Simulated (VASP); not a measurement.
**NaH: single point with PBE**

NaH:

```xyz
2
Lattice="0.0000 2.4400 2.4400 2.4400 0.0000 2.4400 2.4400 2.4400 0.0000" Properties=species:S:1:pos:R:3 pbc="T T T"
Na    0.0948   -0.0065    0.0100
H     2.5325    2.4113    2.3993
```

- Program: VASP 6.6.1
- Task: single point
- Functional: PBE
- Potentials or basis: VASP PAW PBE potentials, release 64 (Na_pv, H)
- Cutoff: 500 eV
- k mesh: 5 × 5 × 5
- Occupations: fermi-dirac, width 0.05 eV
- Spin: no spin polarisation
- Dipole correction: no
- Further INCAR settings: ALGO = Normal; EDIFF = 1e-06; NBANDS = 11

| Item | Value |
| --- | --- |
| Pressure | -0.7 GPa |
| Largest force | 0.043 eV/Å |
| Band gap on the k mesh | 4.54 eV (least direct gap 5.03 eV) |

Forces on the atoms (eV/Å):
```
Na  -0.002 -0.017 -0.040
H    0.002  0.017  0.040
```

Levels at points of the mesh, in eV from the valence-band top:
```csv
k point,band 1,band 2,band 3,band 4,band 5,band 6,band 7,band 8,band 9
"(0.00, 0.00, 0.00)",-22.06,-22.06,-22.06,-3.44,10.26,15.47,15.47,15.48,16.28
```

Run time: 36 s on 1 thread of AMD EPYC 7R13, with other jobs on the host, peak memory 0.13 GiB.

Caveat: the k points lie up to 0.45 Å⁻¹ apart. A k mesh can miss the band edges.
